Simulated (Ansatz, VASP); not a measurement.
**One calculation of MgMo, two programs**

The input INCAR:

```
PREC = Accurate ; ENCUT = 520
EDIFF = 1E-6 ; ISMEAR = -1
SIGMA = 0.03 ; LREAL = F
LASPH = T ; NELM = 60
ALGO = Normal ; ISIF = 2
LWAVE = F ; LCHARG = F
GGA = PS ; NBANDS = 15
```

Contents of KPOINTS:

```
regular mesh
0
Gamma
  13 13 13
```

The input POSCAR:

```
MgMo
1.0
    1.4217923006     -0.8208721674      4.9245125883
    0.0000000000      1.6417443350      4.9245125883
   -1.4217923006     -0.8208721674      4.9245125883
Mg Mo
1 1
Direct
    0.0000000000      0.0000000000      0.0000000000
    0.5000000000      0.5000000000      0.5000000000
```

Input for Ansatz:

```yaml
crystal:
  lattice:
    - [1.4217923006, -0.8208721674, 4.9245125883]
    - [0.0, 1.641744335, 4.9245125883]
    - [-1.4217923006, -0.8208721674, 4.9245125883]
  atoms:
    - { symbol: Mg, position: [0.0, 0.0, 0.0] }
    - { symbol: Mo, position: [0.5, 0.5, 0.5] }
kpoints:
  mp_grid: { grid: [13, 13, 13] }
scf:
  occupations: { method: fermi_dirac, width: 0.03 }
hamiltonian:
  xc: pbesol
  pseudopotentials: { kind: all_electron, lapw: { basis_error: 0.00025 } }
output:
  forces: true
  stress: true
  eigenvalues: true
```

Change from the starting cell: volume scaled by 1.03.

Alike in both runs: task single point; functional PBEsol; k mesh 13 × 13 × 13; occupations fermi-dirac, width 0.03 eV; no spin polarisation.

|  | VASP | Ansatz |
| --- | --- | --- |
| version | VASP 6.6.1 | Ansatz 0.2.0 |
| potentials or method | VASP PAW PBE potentials, release 64 (Mg, Mo_sv), cutoff 520 eV | all-electron LAPW, scalar-relativistic |

|  | VASP | Ansatz | Ansatz less VASP |
| --- | --- | --- | --- |
| pressure (GPa) | -3.4 | -3.6 | -0.20 |
| traceless stress, the component that is largest in VASP (GPa) | 0.38 | 0.47 | +0.093 |

VASP's potentials were made for PBE, not for PBEsol. Ansatz ran all-electron here, and VASP with PAW potentials.
